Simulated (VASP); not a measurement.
The system is BP.

```
B P
1.0
     0.00000    2.26832    2.26832
     2.26832    0.00000    2.26832
     2.26832    2.26832    0.00000
B P
1 1
Direct
  0.00000 0.00000 0.00000
  0.25000 0.25000 0.25000
```

Base run:

| Item | Value |
| --- | --- |
| Program | VASP 6.6.1 |
| Functional | r2SCAN |
| Potentials or basis | VASP PAW PBE potentials, release 64 (B, P) |
| Cutoff | 550 eV |
| k mesh | 8 × 8 × 8 |
| Occupations | gaussian, width 0.01 eV |
| Spin | no spin polarisation |

Its results: band gap on the k mesh 1.48 eV, indirect (least direct gap 3.64 eV); pressure -0.5 GPa.

**Question.** The run is repeated on the same cell with these changes: functional from r2SCAN to PBE; cutoff from 550 eV to 500 eV; k mesh from 8 × 8 × 8 to 10 × 10 × 10. What comes out?

**Answer.** Band gap on the k mesh 1.24 eV, indirect (least direct gap 3.40 eV); pressure 1.0 GPa.

Several settings changed at once, so the effect can't be laid on one alone.

Caveats: the PAW data sets were made with another functional, which shifts forces and pressure a little (some runs).

A k mesh can miss the band edges.
